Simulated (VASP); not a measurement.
# Lu (Im-3m) in VASP: a series of runs, part 2 of 2

VASP 6.6.1. Earlier steps stand in the parts before.

## Step 3: Single point, PBEsol (18.96 Å³/atom)

Contents of INCAR:

```
PREC = Accurate
ENCUT = 520
EDIFF = 1E-7
ISMEAR = -1
SIGMA = 0.05
LREAL = F
LASPH = T
NELM = 80
ALGO = Normal
ISIF = 2
LWAVE = F
LCHARG = T
GGA = PS
LELF = T
LVHAR = T
NBANDS = 18
```

Contents of KPOINTS:

```
regular mesh
0
Gamma
  16 16 16
```

Contents of POSCAR:

```
Lu
1.0
   -1.6798878792      1.6798878792      1.6798878792
    1.6798878792     -1.6798878792      1.6798878792
    1.6798878792      1.6798878792     -1.6798878792
Lu
1
Direct
    0.0000000000      0.0000000000      0.0000000000
```

Potentials or basis: VASP PAW PBE potentials, release 64 (Lu).

Launch:

```sh
$ cat potpaw_PBE.64/Lu/POTCAR > POTCAR
$ mpirun -np 1 vasp_std > vasp.out
```

OUTCAR:

```text
PREC = Accurate
   ENCUT = 520
   EDIFF = 1E-7
   ISMEAR = -1
   LREAL = F
   LASPH = T
   NELM = 80
   ISIF = 2
   GGA = PS

 ion  position               nearest neighbor table
   1  0.000  0.000  0.000-

  LATTYP: Found a body centered cubic cell.
 ALAT       =     3.3597757584

  Lattice vectors:

 A1 = (  -1.6798878792,   1.6798878792,   1.6798878792)
 A2 = (   1.6798878792,  -1.6798878792,   1.6798878792)
 A3 = (   1.6798878792,   1.6798878792,  -1.6798878792)

[... 681 lines left out ...]
     18      18.0150      0.00000

 [... further k-points ...]

------------------------ aborting loop because EDIFF is reached ----------------------------------------

  FORCE on cell =-STRESS in cart. coord.  units (eV):
  Direction    XX          YY          ZZ          XY          YZ          ZX
  --------------------------------------------------------------------------------------
  -------------------------------------------------------------------------------------
  Total        3.9225594      3.9225594      3.9225594     -0.0000000      0.0000000     -0.0000000
  in kB      331.4203933    331.4203933    331.4203933     -0.0000000      0.0000000     -0.0000000
  external PRESSURE =     331.4203933 kB  Pullay stress =       0.0000000 kB

 VOLUME and BASIS-vectors are now :
 -----------------------------------------------------------------------------
  energy-cutoff  :      520.00
  volume of cell :       18.96
      direct lattice vectors                 reciprocal lattice vectors
    -1.679887879  1.679887879  1.679887879     0.000000000  0.297638912  0.297638912
     1.679887879 -1.679887879  1.679887879     0.297638912  0.000000000  0.297638912
     1.679887879  1.679887879 -1.679887879     0.297638912  0.297638912  0.000000000

 POSITION                                       TOTAL-FORCE (eV/Angst)
 -----------------------------------------------------------------------------------
      0.00000      0.00000      0.00000        -0.000000     -0.000000      0.000000
 -----------------------------------------------------------------------------------
    total drift:                                0.000000      0.000000     -0.000000

  FREE ENERGIE OF THE ION-ELECTRON SYSTEM (eV)
  ---------------------------------------------------
  free  energy   TOTEN  =        -4.0960454945 eV

  energy  without entropy=       -4.0812486831  energy(sigma->0) =       -4.08864709
```

Run time: 44 s. Hardware: 1 thread of Intel Xeon Platinum 8488C (Sapphire Rapids), shared host; peak memory 0.18 GiB.

What came out:

```
Free energy            : -4.0960 eV
Pressure               : 33.1 GPa
Band gap on the k mesh : zero (an odd number of electrons rules out a gap without spin polarisation)
```

Caveat: the cell stands under pressure; the PAW data sets were made with another functional, which shifts forces and pressure a little; spin-orbit coupling is left out, which moves the levels of the heavy elements.

## Step 4: Single point, PBEsol

Contents of INCAR:

```
ALGO = Normal
EDIFF = 1E-7
ENCUT = 520
GGA = PS
ISIF = 2
ISMEAR = 1
LASPH = T
LCHARG = F
LREAL = F
LWAVE = F
NBANDS = 18
NELM = 100
PREC = Accurate
SIGMA = 0.05
```

Contents of KPOINTS:

```
k-points
0
Gamma
  16 16 16
```

POSCAR is that of step 3.

Launch:

```sh
$ cat potpaw_PBE.64/Lu/POTCAR > POTCAR
$ mpirun -np 1 vasp_std > vasp.out
```

It took 35 s on 1 thread of Intel Xeon Platinum 8488C (Sapphire Rapids), shared host; peak memory 0.19 GiB.

The run converged. Its results:

```yaml
Free_energy: -4.0884 eV
Pressure: 33.2 GPa
Band_gap_on_the_k_mesh: zero (an odd number of electrons rules out a gap without spin polarisation)
```

Levels at points of the mesh, in eV from the Fermi level:
```tsv
k point	band 9	band 10	band 11	band 12	band 13	band 14	band 15	band 16
(0.00, 0.00, 0.00)	-4.45	-4.45	-4.45	-4.38	2.56	2.56	2.56	5.95
(0.50, 0.00, 0.00)	-4.47	-4.47	-4.43	-3.51	-0.20	2.76	6.04	7.39
(0.50, 0.50, 0.50)	-4.43	-4.43	-4.43	-3.10	-3.10	9.62	9.62	9.62
```

Caveat: the cell stands under pressure; the PAW data sets were made with another functional, which shifts forces and pressure a little; spin-orbit coupling is left out, which moves the levels of the heavy elements.

## Step 5: Single point, RPBE

Contents of INCAR:

```
ALGO     = Normal         # electronic algorithm
EDIFF    = 1E-6           # SCF threshold, eV
ENCUT    = 520            # plane-wave cutoff, eV
GGA      = RP             # functional
ISIF     = 2              # what is computed and relaxed
ISMEAR   = -1             # smearing method
LASPH    = True           # aspherical terms in the spheres
LCHARG   = False          # write CHGCAR
LREAL    = False          # projectors in reciprocal space
LWAVE    = False          # write WAVECAR
NBANDS   = 18             # bands
NELM     = 100            # most SCF steps
PREC     = Accurate       # precision mode
SIGMA    = 0.05           # smearing width, eV
```

KPOINTS is that of step 4.

POSCAR is that of step 4.

Launch:

```sh
$ cat potpaw_PBE.64/Lu/POTCAR > POTCAR
$ mpirun -np 1 vasp_std > vasp.out
```

Wall time 40 s (1 thread of Intel Xeon Platinum 8488C (Sapphire Rapids), shared host); peak memory 0.19 GiB.

The run converged. Its results:

```
Free energy            : -2.9049 eV
Pressure               : 43.3 GPa
Band gap on the k mesh : zero (an odd number of electrons rules out a gap without spin polarisation)
```

Levels at points of the mesh, in eV from the Fermi level:
| k point | band 9 | band 10 | band 11 | band 12 | band 13 | band 14 | band 15 | band 16 |
| --- | --- | --- | --- | --- | --- | --- | --- | --- |
| (0.00, 0.00, 0.00) | -4.50 | -4.50 | -4.50 | -4.43 | 2.62 | 2.62 | 2.62 | 5.93 |
| (0.50, 0.00, 0.00) | -4.52 | -4.52 | -4.48 | -3.51 | -0.16 | 2.67 | 6.06 | 7.39 |
| (0.50, 0.50, 0.50) | -4.48 | -4.48 | -4.48 | -3.13 | -3.13 | 9.61 | 9.61 | 9.61 |

Caveat: the cell stands under pressure; the PAW data sets were made with another functional, which shifts forces and pressure a little; spin-orbit coupling is left out, which moves the levels of the heavy elements.

## Step 6: The runs side by side

| level | smearing | gap on the mesh (eV) | pressure (GPa) |
| --- | --- | --- | --- |
| PBEsol | fermi-dirac 0.05 eV | none | 33.1 |
| PBEsol | methfessel-paxton 0.05 eV | none | 33.2 |
| RPBE | fermi-dirac 0.05 eV | none | 43.3 |

Alike in all rows: task single point; potentials or basis VASP PAW PBE potentials, release 64 (Lu); no spin polarisation; cell as given; k mesh 16 × 16 × 16; cutoff (eV) 520.

The pressure there spans 33.1 GPa (PBEsol) to 43.3 GPa (RPBE); a positive pressure means that this level wants a larger cell, a negative one a smaller.

Caveats: the cell stands under pressure; the PAW data sets were made with another functional, which shifts forces and pressure a little; spin-orbit coupling is left out, which moves the levels of the heavy elements.

Total energies depend on the potentials used, so only differences within one code and one set of settings carry meaning.
